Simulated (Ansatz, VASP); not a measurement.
## TaN in VASP and in Ansatz

INCAR

```
SYSTEM = TaN
ALGO     = Normal         ! electronic algorithm
EDIFF    = 1E-8           ! SCF threshold, eV
ENCUT    = 520            ! plane-wave cutoff, eV
GGA      = PE             ! functional
ISIF     = 2              ! what is computed and relaxed
ISMEAR   = -1             ! smearing method
LASPH    = .TRUE.         ! aspherical terms in the spheres
LCHARG   = .FALSE.        ! write CHGCAR
LEFG     = .TRUE.       
LREAL    = .FALSE.        ! projectors in reciprocal space
LWAVE    = .FALSE.        ! write WAVECAR
NBANDS   = 15             ! bands
NELM     = 60             ! most SCF steps
PREC     = Accurate       ! precision mode
SIGMA    = 0.02           ! smearing width, eV
```

KPOINTS

```
k-points
0
G
  9 9 9
  0 0 0
```

The input POSCAR:

```
TaN
1.0
   -0.0435800000      2.1572100000      2.1572100000
    2.1572100000     -0.0435800000      2.1572100000
    2.1572100000      2.1572100000     -0.0435800000
Ta N
1 1
Direct
    0.5000000000      0.5000000000      0.5000000000
    0.0000000000      0.0000000000      0.0000000000
```

Input for Ansatz:

```yaml
crystal:
  lattice:
    - [-0.04358, 2.15721, 2.15721]
    - [2.15721, -0.04358, 2.15721]
    - [2.15721, 2.15721, -0.04358]
  atoms:
    - { symbol: Ta, position: [0.5, 0.5, 0.5] }
    - { symbol: "N", position: [0.0, 0.0, 0.0] }
kpoints:
  mp_grid: { grid: [9, 9, 9] }
scf:
  occupations: { method: fermi_dirac, width: 0.02 }
hamiltonian:
  xc: pbe
  pseudopotentials: { kind: all_electron, datasets: crystal }
output:
  forces: true
  stress: true
  eigenvalues: true
  efg: { contact_densities: true }
```

Change from the starting cell: equal xy, yz and zx shear strains of -2 %, crystal datasets.

Alike in both runs: task electric field gradients; functional PBE; k mesh 9 × 9 × 9; occupations fermi-dirac, width 0.02 eV; no spin polarisation.

```csv
,VASP,Ansatz
version,VASP 6.6.1,Ansatz 0.2.0
potentials or method,"VASP PAW PBE potentials, release 64 (Ta_pv, N), cutoff 520 eV","all-electron PAW with datasets made for the crystal, scalar-relativistic"
```

```tsv
	VASP	Ansatz	Ansatz less VASP
pressure (GPa)	15.6	14.7	-0.92
traceless stress, the component that is largest in VASP (GPa)	0.80	0.81	+0.019
size of Vzz on the site where it differs most (V/Å²)	5.6	1.5	-4.10
```

Ansatz ran all-electron here, and VASP with PAW potentials.

Spin-orbit coupling is off throughout.
